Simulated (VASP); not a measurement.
# ZnSe (F-43m) in VASP: a series of runs

Runs on ZnSe. Level: LDA. Tasks: relaxation of cell and atoms.

Everything below comes from runs of VASP 6.6.1. Logs are shortened: lines on timing, memory, paths and dates and some standing lists are left out, and cuts for length are marked.

## Step 1: The cell of the first run

The structure is cubic, space group F-43m (No. 216). The conventional cell has a = 5.568 Å, b = 5.568 Å, c = 5.568 Å, α = 90.00°, β = 90.00°, γ = 90.00°. Zn (site symmetry -43m) has 4 Se at 2.41 Å within 3.2 Å. Se (site symmetry -43m) has 4 Zn at 2.41 Å within 3.2 Å.

## Step 2: Relaxation of cell and atoms, LDA

Input file INCAR:

```
ALGO = Normal
EDIFF = 1E-6
EDIFFG = -0.001
ENCUT = 600
IBRION = 2
ISIF = 3
ISMEAR = 0
LASPH = T
LCHARG = F
LREAL = F
LWAVE = F
NELM = 100
NSW = 80
PREC = Accurate
SIGMA = 0.01
```

Input file KPOINTS:

```
k-points
0
Gamma
  8 8 8
```

Input file POSCAR:

```
ZnSe
1.0
    0.0000000000      2.7837680051      2.7837680051
    2.7837680051      0.0000000000      2.7837680051
    2.7837680051      2.7837680051      0.0000000000
Zn Se
1 1
Direct
    0.0000000000      0.0000000000      0.0000000000
    0.7500000000      0.7500000000      0.7500000000
```

Potentials or basis: VASP PAW LDA potentials, release 64 (Zn, Se).

Launch:

```sh
$ cat potpaw_LDA.64/Zn/POTCAR potpaw_LDA.64/Se/POTCAR > POTCAR
$ mpirun -np 1 vasp_std > vasp.out
```

OUTCAR:

```text
EDIFF = 1E-6
   EDIFFG = -0.001
   ENCUT = 600
   IBRION = 2
   ISIF = 3
   ISMEAR = 0
   LASPH = T
   LREAL = F
   NELM = 100
   NSW = 80
   PREC = Accurate

 ion  position               nearest neighbor table
   1  0.000  0.000  0.000-   2 2.41   2 2.41   2 2.41   2 2.41
   2  0.750  0.750  0.750-   1 2.41   1 2.41   1 2.41   1 2.41

  LATTYP: Found a face centered cubic cell.
 ALAT       =     5.5675360102

  Lattice vectors:

 A1 = (   0.0000000000,   2.7837680051,   2.7837680051)
 A2 = (   2.7837680051,   0.0000000000,   2.7837680051)
 A3 = (   2.7837680051,   2.7837680051,   0.0000000000)

Analysis of symmetry for initial positions (statically):
=====================================================================
 Subroutine PRICEL returns:
 Original cell was already a primitive cell.

 Routine SETGRP: Setting up the symmetry group for a
 face centered cubic supercell.

 Subroutine GETGRP returns: Found 24 space group operations
 (whereof 24 operations were pure point group operations)
 out of a pool of 48 trial point group operations.

The static configuration has the point symmetry T_d .

Analysis of symmetry for dynamics (positions and initial velocities):
=====================================================================
 Subroutine PRICEL returns:
 Original cell was already a primitive cell.

 Routine SETGRP: Setting up the symmetry group for a
 face centered cubic supercell.

 Subroutine GETGRP returns: Found 24 space group operations
 (whereof 24 operations were pure point group operations)
 out of a pool of 48 trial point group operations.

The dynamic configuration has the point symmetry T_d .

 Subroutine INISYM returns: Found 24 space group operations
 (whereof 24 operations are pure point group operations),
 and found     1 'primitive' translations

----------------------------------------------------------------------------------------

                                     Primitive cell

  volume of cell :      43.1449

  direct lattice vectors                    reciprocal lattice vectors
     0.000000000  2.783768005  2.783768005    -0.179612669  0.179612669  0.179612669
     2.783768005  0.000000000  2.783768005     0.179612669 -0.179612669  0.179612669
     2.783768005  2.783768005  0.000000000     0.179612669  0.179612669 -0.179612669

  length of vectors
     3.936842467  3.936842467  3.936842467     0.311098268  0.311098268  0.311098268

  position of ions in fractional coordinates (direct lattice)
     0.000000000  0.000000000  0.000000000
     0.750000000  0.750000000  0.750000000

[... 94 lines left out ...]
   IMIX   =      4    mixing-type and parameters
     AMIX     =   0.40;   BMIX     =  1.00
     AMIX_MAG =   1.60;   BMIX_MAG =  1.00
  volume/ion in A,a.u.               =      21.57       145.58
  Fermi-wavevector in a.u.,A,eV,Ry     =   1.223271  2.311647 20.359644  1.496392
  Thomas-Fermi vector in A             =   2.358388
   LORBIT       =      0    0 simple, 1 ext, 2 COOP (PROOUT), +10 PAW based schemes
   GGA     = CA    functional components
   LHFCALC =     F    Hartree Fock is set to
   AEXX    =    0.0000 exact exchange contribution
   IVDW    =     0    specifies the selected vdW correction
   LEPSILON=     F    determine dielectric tensor
   LRPA    =     F    only Hartree local field effects (RPA)
 conjugate gradient relaxation of ions
 non-spin polarized calculation
 Gauss-broadening in eV      SIGMA  =   0.01
  energy-cutoff  :      600.00
  volume of cell :       43.14
 maximum number of plane-waves:      1459
   NGX = 15   NGY = 15   NGZ = 15

--------------------------------------- Ionic step        1  -------------------------------------------

 number of electron      17.9999993 magnetization

 Free energy of the ion-electron system (eV)
  ---------------------------------------------------
  ext. energy  EPLUGINS =         0.00000000
  ---------------------------------------------------
  free energy    TOTEN  =        -7.37165797 eV

  energy without entropy =       -7.37165797  energy(sigma->0) =       -7.37165797

------------------------ aborting loop because EDIFF is reached ----------------------------------------

  FORCE on cell =-STRESS in cart. coord.  units (eV):
  Direction    XX          YY          ZZ          XY          YZ          ZX
  --------------------------------------------------------------------------------------
  -------------------------------------------------------------------------------------
  Total        0.0907554      0.0907554      0.0907554      0.0000000      0.0000000      0.0000000
  in kB        3.3701878      3.3701878      3.3701878      0.0000000      0.0000000      0.0000000
  external PRESSURE =       3.3701878 kB  Pullay stress =       0.0000000 kB
[... 131 lines left out ...]
--------------------------------------- Ionic step        5  -------------------------------------------

 number of electron      17.9999991 magnetization

 Free energy of the ion-electron system (eV)
  ---------------------------------------------------
  ext. energy  EPLUGINS =         0.00000000
  ---------------------------------------------------
  free energy    TOTEN  =        -7.37187400 eV

  energy without entropy =       -7.37187400  energy(sigma->0) =       -7.37187400

 E-fermi :   2.0609     XC(G=0):  -9.9175

 val. band max:        1.9493380338   @ k =   0.0000   0.0000   0.0000
 cond. band min:       3.2200843208   @ k =   0.0000   0.0000   0.0000
 fundamental gap:      1.2707462870
 Fermi energy:         2.0609015063

 k-point     1 :       0.0000    0.0000    0.0000
  band No.  band energies     occupation
      1     -11.6657      2.00000
      2      -4.9187      2.00000
      3      -4.9187      2.00000
      4      -4.9187      2.00000
      5      -4.5145      2.00000
      6      -4.5145      2.00000
      7       1.9493      2.00000
      8       1.9493      2.00000
      9       1.9493      2.00000
     10       3.2201      0.00000
     11       7.6344      0.00000
     12       7.6344      0.00000
     13       7.6344      0.00000
[... 354 lines left out ...]
  band No.  band energies     occupation
      1     -10.6375      2.00000
      2      -4.8103      2.00000
      3      -4.7659      2.00000
      4      -4.5546      2.00000
      5      -4.5074      2.00000
      6      -4.2777      2.00000
      7      -3.2882      2.00000
      8      -0.6757      2.00000
      9       0.3408      2.00000
     10       6.1902      0.00000
     11       7.3136      0.00000
     12       9.3776      0.00000
     13      10.6348      0.00000

 [... further k-points ...]
[... 5 lines left out ...]
  --------------------------------------------------------------------------------------
  -------------------------------------------------------------------------------------
  Total        0.0006741      0.0006741      0.0006741     -0.0000000     -0.0000000      0.0000000
  in kB        0.0249210      0.0249210      0.0249210     -0.0000000     -0.0000000      0.0000000
  external PRESSURE =       0.0249210 kB  Pullay stress =       0.0000000 kB
[... 17 lines left out ...]
  FREE ENERGIE OF THE ION-ELECTRON SYSTEM (eV)
  ---------------------------------------------------
  free  energy   TOTEN  =        -7.3718740010 eV

  energy  without entropy=       -7.3718740010  energy(sigma->0) =       -7.37187400

 reached required accuracy - stopping structural energy minimisation
```

OSZICAR:

```text
N       E                     dE             d eps       ncg     rms          rms(c)
DAV:   1     0.914076259595E+02    0.91408E+02   -0.97715E+03   754   0.177E+03
DAV:   2    -0.122995332506E+01   -0.92638E+02   -0.88608E+02   774   0.303E+02
DAV:   3    -0.761645108321E+01   -0.63865E+01   -0.63518E+01   964   0.769E+01
DAV:   4    -0.768359717670E+01   -0.67146E-01   -0.67127E-01   784   0.820E+00
[... 31 lines left out ...]
   4 F= -.73718727E+01 E0= -.73718727E+01  d E =-.214755E-03
       N       E                     dE             d eps       ncg     rms          rms(c)
DAV:   1    -0.737188120564E+01   -0.83147E-05   -0.95549E-05   914   0.218E-01    0.192E-02
DAV:   2    -0.737187480348E+01    0.64022E-05   -0.23965E-05   889   0.145E-01    0.725E-03
DAV:   3    -0.737187400097E+01    0.80251E-06   -0.73861E-07   377   0.104E-02
   5 F= -.73718740E+01 E0= -.73718740E+01  d E =-.216035E-03
```

Wall time 31 s (1 thread of Intel Xeon Platinum 8488C (Sapphire Rapids), shared host); peak memory 0.17 GiB.

What came out:

| Quantity | Value |
| --- | --- |
| Free energy | -7.3719 eV |
| Relaxed volume | 21.67 Å³/atom |
| Relaxed cell | a = 3.943 Å, b = 3.943 Å, c = 3.943 Å, α = 60.00°, β = 60.00°, γ = 60.00° |
| Space group after relaxing (to 0.05 Å) | F-43m (No. 216) |
| Energy gained by relaxing | 0.1 meV/atom |
| Ionic steps | 5 |
| Pressure after relaxing | 0.0 GPa |
| Band gap on the k mesh | 1.27 eV, direct |

The path:
```
step  energy change (eV)  largest force (eV/Å)  pressure (GPa)  volume (Å³)
   1              0.0000                0.0000            0.34        43.14
   2             -0.0002                0.0000           -0.08        43.43
   3             -0.0002                0.0000           -0.04        43.35
   4             -0.0002                0.0000            0.03        43.33
   5             -0.0002                0.0000            0.00        43.34
```

Final structure:
```
CELL_PARAMETERS angstrom
0.00000 2.78798 2.78798
2.78798 0.00000 2.78798
2.78798 2.78798 0.00000
ATOMIC_POSITIONS crystal
Zn 0.00000 0.00000 0.00000
Se 0.75000 0.75000 0.75000
```

## Step 3: Relaxation of cell and atoms, LDA, target pressure 12 GPa, at which the enthalpy is minimised

Input file INCAR:

```
SYSTEM = ZnSe
PREC = Accurate ; ENCUT = 600
EDIFF = 1E-6 ; ISMEAR = 0
SIGMA = 0.01 ; LREAL = .FALSE.
LASPH = .TRUE. ; NELM = 80
ALGO = Normal ; ISIF = 3
LWAVE = .FALSE. ; LCHARG = .FALSE.
GGA = CA ; IBRION = 2
NSW = 80 ; EDIFFG = -0.001
PSTRESS = 120.0
```

Input file KPOINTS:

```
Automatic mesh
0
G
  8 8 8
  0 0 0
```

POSCAR is that of step 2.

Potentials or basis: VASP PAW LDA potentials, release 64 (Zn, Se).

Launch:

```sh
$ cat potpaw_LDA.64/Zn/POTCAR potpaw_LDA.64/Se/POTCAR > POTCAR
$ mpirun -np 1 vasp_std > vasp.out
```

OUTCAR:

```text
SYSTEM = ZnSe
   PREC = Accurate
   ENCUT = 600
   EDIFF = 1E-6
   ISMEAR = 0
   LREAL = .FALSE.
   LASPH = .TRUE.
   NELM = 80
   ISIF = 3
   GGA = CA
   IBRION = 2
   NSW = 80
   EDIFFG = -0.001
   PSTRESS = 120.0

 ion  position               nearest neighbor table
   1  0.000  0.000  0.000-   2 2.41   2 2.41   2 2.41   2 2.41
   2  0.750  0.750  0.750-   1 2.41   1 2.41   1 2.41   1 2.41

  LATTYP: Found a face centered cubic cell.
 ALAT       =     5.5675360102

  Lattice vectors:

 A1 = (   0.0000000000,   2.7837680051,   2.7837680051)
 A2 = (   2.7837680051,   0.0000000000,   2.7837680051)
 A3 = (   2.7837680051,   2.7837680051,   0.0000000000)

Analysis of symmetry for initial positions (statically):
=====================================================================
 Subroutine PRICEL returns:
 Original cell was already a primitive cell.

 Routine SETGRP: Setting up the symmetry group for a
 face centered cubic supercell.

 Subroutine GETGRP returns: Found 24 space group operations
 (whereof 24 operations were pure point group operations)
 out of a pool of 48 trial point group operations.

The static configuration has the point symmetry T_d .

Analysis of symmetry for dynamics (positions and initial velocities):
=====================================================================
 Subroutine PRICEL returns:
 Original cell was already a primitive cell.

 Routine SETGRP: Setting up the symmetry group for a
[... 146 lines left out ...]

 number of electron      17.9999993 magnetization

 Free energy of the ion-electron system (eV)
  ---------------------------------------------------
  ext. energy  EPLUGINS =         0.00000000
  ---------------------------------------------------
  free energy    TOTEN  =        -7.37165797 eV

  energy without entropy =       -7.37165797  energy(sigma->0) =       -7.37165797

 E-fermi :   2.1067     XC(G=0):  -9.9380

 val. band max:        1.9919534678   @ k =   0.0000   0.0000   0.0000
 cond. band min:       3.2816162323   @ k =   0.0000   0.0000   0.0000
 fundamental gap:      1.2896627645
 Fermi energy:         2.1067325090

 k-point     1 :       0.0000    0.0000    0.0000
  band No.  band energies     occupation
      1     -11.6547      2.00000
      2      -4.8948      2.00000
      3      -4.8948      2.00000
      4      -4.8948      2.00000
      5      -4.4863      2.00000
      6      -4.4863      2.00000
      7       1.9920      2.00000
      8       1.9920      2.00000
      9       1.9920      2.00000
     10       3.2816      0.00000
     11       7.6747      0.00000
     12       7.6747      0.00000
     13       7.6747      0.00000
[... 671 lines left out ...]
--------------------------------------- Ionic step        9  -------------------------------------------

 number of electron      17.9999988 magnetization

 Free energy of the ion-electron system (eV)
  ---------------------------------------------------
  ext. energy  EPLUGINS =         0.00000000
  ---------------------------------------------------
  free energy    TOTEN  =        -7.20088618 eV

  energy without entropy =       -7.20088618  energy(sigma->0) =       -7.20088618

 E-fermi :   3.3031     XC(G=0): -10.4963

 val. band max:        3.2132838916   @ k =   0.0000   0.0000   0.0000
 cond. band min:       5.0395678873   @ k =   0.0000   0.0000   0.0000
 fundamental gap:      1.8262839957
 Fermi energy:         3.3031491612

 k-point     1 :       0.0000    0.0000    0.0000
  band No.  band energies     occupation
      1     -11.3629      2.00000
      2      -4.2659      2.00000
      3      -4.2659      2.00000
      4      -4.2659      2.00000
      5      -3.7317      2.00000
      6      -3.7317      2.00000
      7       3.2133      2.00000
      8       3.2133      2.00000
      9       3.2133      2.00000
     10       5.0396      0.00000
     11       8.8142      0.00000
     12       8.8142      0.00000
     13       8.8142      0.00000
[... 401 lines left out ...]
  energy  without entropy=       -7.2008861761  energy(sigma->0) =       -7.20088618

  enthalpy is  TOTEN    =        -4.3381204266 eV   P V=        2.8627657495

 reached required accuracy - stopping structural energy minimisation
```

CONTCAR:

```text
ZnSe
   1.00000000000000
     0.0000000000000000    2.6735914955503417    2.6735914955503417
     2.6735914955503413   -0.0000000000000000    2.6735914955503417
     2.6735914955503413    2.6735914955503417   -0.0000000000000000
  Zn              Se
     1     1
Direct
     0.0000000000000000    0.0000000000000000    0.0000000000000000
     0.7500000000000000    0.7500000000000000    0.7500000000000000

  0.00000000E+00  0.00000000E+00  0.00000000E+00
  0.00000000E+00  0.00000000E+00  0.00000000E+00
```

Run time: 57 s. Hardware: 1 thread of Intel Xeon Platinum 8488C (Sapphire Rapids), shared host; peak memory 0.17 GiB.

Results:

| Property | Result |
| --- | --- |
| Free energy | -7.2009 eV |
| Relaxed volume | 19.11 Å³/atom |
| Relaxed cell | a = 3.781 Å, b = 3.781 Å, c = 3.781 Å, α = 60.00°, β = 60.00°, γ = 60.00° |
| Space group after relaxing (to 0.05 Å) | F-43m (No. 216) |
| Energy change on relaxing (the enthalpy is what falls) | +85.4 meV/atom |
| Ionic steps | 9 |
| Pressure after relaxing | 12.0 GPa |
| Band gap on the k mesh | 1.83 eV, direct |

Step by step:
| step | energy change (eV) | largest force (eV/Å) | pressure (GPa) | volume (Å³) |
| --- | --- | --- | --- | --- |
| 1 | 0.0000 | 0.0000 | 0.34 | 43.14 |
| 2 | 0.6929 | 0.0000 | 29.86 | 34.06 |
| 3 | 0.1635 | 0.0000 | 11.71 | 38.32 |
| 4 | 0.1703 | 0.0000 | 11.96 | 38.23 |
| 5 | 0.1775 | 0.0000 | 12.26 | 38.13 |
| 6 | 0.1657 | 0.0000 | 11.82 | 38.29 |
| 7 | 0.1704 | 0.0000 | 11.96 | 38.23 |
| 8 | 0.1714 | 0.0000 | 12.07 | 38.21 |
| 9 | 0.1708 | 0.0000 | 12.00 | 38.22 |

Final structure:
```
Zn Se
1.0
     0.00000    2.67359    2.67359
     2.67359    0.00000    2.67359
     2.67359    2.67359    0.00000
Zn Se
1 1
Direct
  0.00000 0.00000 0.00000
  0.75000 0.75000 0.75000
```

Caveat: the cell is relaxed towards a set pressure, so the enthalpy falls and the energy may rise. Zero-point motion and thermal expansion aren't in these numbers.
